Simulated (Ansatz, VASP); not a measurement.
**NaI: VASP beside Ansatz**

File POSCAR:

```
NaI
1.0
    0.0000000000      3.1878540000      3.1878540000
    3.1878540000      0.0000000000      3.1878540000
    3.1878540000      3.1878540000      0.0000000000
Na I
1 1
Direct
    0.0000000000      0.0000000000      0.0000000000
    0.5000000000      0.5000000000      0.5000000000
```

The input INCAR.step1:

```
SYSTEM = NaI
  PREC = Accurate
  ENCUT = 520
  ISMEAR = 0
  SIGMA = 0.05
  LREAL = .FALSE.
  LASPH = .TRUE.
  NELM = 60
  NBANDS = 14
  GGA = PE
  ALGO = Normal
  EDIFF = 1E-4
  LWAVE = .TRUE.
  LCHARG = .FALSE.
```

The input INCAR.step2:

```
SYSTEM = NaI
  PREC = Accurate
  ENCUT = 520
  EDIFF = 1E-6
  ISMEAR = 0
  SIGMA = 0.05
  LREAL = .FALSE.
  LASPH = .TRUE.
  NELM = 60
  ALGO = Normal
  ISIF = 2
  LWAVE = .FALSE.
  LCHARG = .FALSE.
  METAGGA = R2SCAN
  LMIXTAU = .TRUE.
  NBANDS = 14
  ISTART = 1
```

File KPOINTS:

```
Automatic mesh
0
G
  6 6 6
  0 0 0
```

Input for Ansatz:

```yaml
crystal:
  lattice:
    - [0.0, 3.187854, 3.187854]
    - [3.187854, 0.0, 3.187854]
    - [3.187854, 3.187854, 0.0]
  atoms:
    - { symbol: Na, position: [0.0, 0.0, 0.0] }
    - { symbol: I, position: [0.5, 0.5, 0.5] }
basis:
  ecutwfc: 500
kpoints:
  mp_grid: { grid: [6, 6, 6] }
hamiltonian:
  xc: r2scan
scf:
  occupations: { method: gaussian, width: 0.05 }
output:
  forces: true
  stress: true
  eigenvalues: true
```

Change from the starting cell: strain -0.015 along x and y, -0.015 along z, atoms carried along.

Alike in both runs: task single point; functional r2SCAN; k mesh 6 × 6 × 6; occupations gaussian, width 0.05 eV; no spin polarisation.

|  | VASP | Ansatz |
| --- | --- | --- |
| version | VASP 6.6.1 | Ansatz 0.2.0 |
| potentials or method | VASP PAW PBE potentials, release 64 (Na_pv, I), cutoff 520 eV | scalar-relativistic, plane waves, PAW |
| valence electrons in the cell | 14 | 26 |

VASP gave:

- gap on the k mesh at the Fermi level (eV): 4.58
- least direct gap on the mesh (eV): 4.58
- pressure (GPa): 0.6

Q: What did Ansatz give for the same quantities?

A: gap on the k mesh at the Fermi level (eV): 4.57; least direct gap on the mesh (eV): 4.57; pressure (GPa): 0.8.

VASP's potentials were made for PBE, not for r2SCAN. VASP's potentials hold 14 valence electrons a cell and Ansatz's 26, so a difference there can come from the potentials and not from the codes.

Neither program's run includes spin-orbit coupling.
